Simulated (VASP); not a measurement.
Here is a VASP 6.6.1 calculation.

Contents of INCAR:

```
SYSTEM = Rh
ALGO     = Normal         ! electronic algorithm
EDIFF    = 1E-6           ! SCF threshold, eV
ENCUT    = 520            ! plane-wave cutoff, eV
GGA      = PE             ! functional
ISIF     = 2              ! what is computed and relaxed
ISMEAR   = 0              ! smearing method
LASPH    = .True.         ! aspherical terms in the spheres
LCHARG   = .False.        ! write CHGCAR
LREAL    = .False.        ! projectors in reciprocal space
LWAVE    = .False.        ! write WAVECAR
NBANDS   = 22             ! bands
NELM     = 80             ! most SCF steps
PREC     = Accurate       ! precision mode
SIGMA    = 0.05           ! smearing width, eV
```

The input KPOINTS:

```
k-points
0
Gamma
  8 8 4
  0 0 0
```

File POSCAR:

```
Rh
1.0
    2.7304455741      0.0000000000      0.0000000000
   -1.3652227870      2.3646352308      0.0000000000
    0.0000000000      0.0000000000      4.3685167388
Rh
2
Direct
    0.3333333333      0.6666666667      0.7500000000
    0.6666666667      0.3333333333      0.2500000000
```

Potentials or basis: VASP PAW PBE potentials, release 64 (Rh_pv).

Run with:

```console
$ cat potpaw_PBE.64/Rh_pv/POTCAR > POTCAR
$ mpirun -np 1 vasp_std > vasp.out
```

Task: What does it give for the pressure?

Result: 0.0 GPa.

Task: Predict the band gap on the k mesh.

Result: Zero (band 15 reaches 12.17 eV, above the bottom of band 16 at 10.12 eV).

Stress tensor (GPa, compression positive):
```
 0.09  0.00  0.00
 0.00  0.09  0.00
 0.00  0.00 -0.07
```
